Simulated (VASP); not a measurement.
Wanted: the native input for a VASP 6.6.1 run.

| Quantity | Value |
| --- | --- |
| Task | relaxation of cell and atoms |
| Functional | r2SCAN |
| Potentials or basis | VASP PAW PBE potentials, release 64 (Si) |
| Cutoff | 600 eV |
| k mesh | 26 × 26 × 26 |
| Occupations | gaussian, width 0.1 eV |
| Spin | no spin polarisation |
| Dipole correction | no |
| Further INCAR settings | ALGO = Normal; EDIFF = 1e-06; IBRION = 2; EDIFFG = -0.01; NSW = 100; ISIF = 3 |

Crystal: Si.

```
Si
1.0
    -1.52256    1.52256    1.52256
     1.52256   -1.52256    1.52256
     1.52256    1.52256   -1.52256
Si
1
Direct
  0.00000 0.00000 0.00000
```

This isn't the form of Si at room conditions, which is diamond.

The input as run:

POSCAR

```
Si
1.0
   -1.5225601942      1.5225601942      1.5225601942
    1.5225601942     -1.5225601942      1.5225601942
    1.5225601942      1.5225601942     -1.5225601942
Si
1
Direct
    0.0000000000      0.0000000000      0.0000000000
```

INCAR.step1

```
SYSTEM = Si
ALGO = Normal
EDIFF = 1E-4
ENCUT = 600
GGA = PE
ISMEAR = 0
LASPH = .True.
LCHARG = .False.
LREAL = .False.
LWAVE = .True.
NELM = 80
PREC = Accurate
SIGMA = 0.1
```

INCAR.step2

```
SYSTEM = Si
ALGO = Normal
EDIFF = 1E-6
EDIFFG = -0.01
ENCUT = 600
IBRION = 2
ISIF = 3
ISMEAR = 0
ISTART = 1
LASPH = .True.
LCHARG = .False.
LMIXTAU = .True.
LREAL = .False.
LWAVE = .False.
METAGGA = R2SCAN
NELM = 80
NSW = 100
PREC = Accurate
SIGMA = 0.1
```

KPOINTS

```
k-points
0
Gamma
  26 26 26
  0 0 0
```

Potentials or basis: VASP PAW PBE potentials, release 64 (Si).

The run is started by

```sh
$ cat potpaw_PBE.64/Si/POTCAR > POTCAR
$ cp INCAR.step1 INCAR
$ mpirun -np 1 vasp_std > vasp.out
$ cp INCAR.step2 INCAR
$ mpirun -np 1 vasp_std > vasp.out
```

Results of the run:

```json
{
 "Relaxed volume": "14.14 Å³/atom",
 "Relaxed cell": "a = 2.638 Å, b = 2.638 Å, c = 2.638 Å, α = 109.47°, β = 109.47°, γ = 109.47°",
 "Space group after relaxing (to 0.1 Å)": "Im-3m (No. 229)",
 "Energy gained by relaxing": "0.0 meV/atom",
 "Ionic steps": "2",
 "Pressure after relaxing": "-0.1 GPa",
 "Band gap on the k mesh": "zero (bands 2 and 3 overlap by 17.30 eV)"
}
```

Caveat: the PAW data sets were made with another functional, which shifts forces and pressure a little.

Wall time 3 min on 1 thread of AMD EPYC 9R45 96-Core Processor (Zen 5) (shared host), peak memory 0.15 GiB.
